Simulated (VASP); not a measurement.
Here is a VASP 6.6.1 calculation.

Contents of INCAR:

```
PREC = Accurate
ENCUT = 520
EDIFF = 1E-7
ISMEAR = 0
SIGMA = 0.1
LREAL = False
LASPH = True
NELM = 100
ALGO = Normal
ISIF = 2
LWAVE = False
LCHARG = True
GGA = PE
LELF = True
LVHAR = True
NBANDS = 28
```

The input KPOINTS:

```
regular mesh
0
Gamma
  3 3 4
```

POSCAR

```
Si
1.0
    6.7271631000      0.0000000000      0.0000000000
   -3.3635815500      5.8258941400      0.0000000000
    0.0000000000      0.0000000000      4.0776202900
Si
9
Direct
    0.2461255800      0.9896976400      0.8527552900
    0.0103023600      0.2564279400      0.5194219600
    0.7435720600      0.7538744200      0.1860886200
    0.0103023600      0.7538744200      0.4805780400
    0.7435720600      0.9896976400      0.8139113800
    0.2461255800      0.2564279400      0.1472447100
    0.2520749900      0.7479250100      0.1666666700
    0.2520749900      0.5041499700      0.8333333300
    0.4958500300      0.7479250100      0.5000000000
```

Potentials or basis: VASP PAW PBE potentials, release 64 (Si).

Launch:

```bash
$ cat potpaw_PBE.64/Si/POTCAR > POTCAR
$ mpirun -np 1 vasp_std > vasp.out
```

**Question.** Predict the largest force.

**Answer.** 2.718 eV/Å.

**Question.** Estimate the pressure.

**Answer.** 34.1 GPa.

**Question.** Predict the band gap on the k mesh.

**Answer.** Zero (band 18 reaches 7.11 eV, above the bottom of band 19 at 7.07 eV).

Forces in eV/Å, atoms in the order of the input:
```
Si   0.218  1.967 -1.863
Si  -1.813 -0.795 -1.863
Si   1.595 -1.172 -1.863
Si  -1.595 -1.172  1.863
Si  -0.218  1.967  1.863
Si   1.813 -0.795  1.863
Si   0.886 -0.512  0.000
Si   0.000  1.023  0.000
Si  -0.886 -0.512  0.000
```

Caveat: the k points lie up to 0.39 Å⁻¹ apart; forces of over 1 eV/Å act on the atoms, so gaps and moduli don't describe the material at rest.
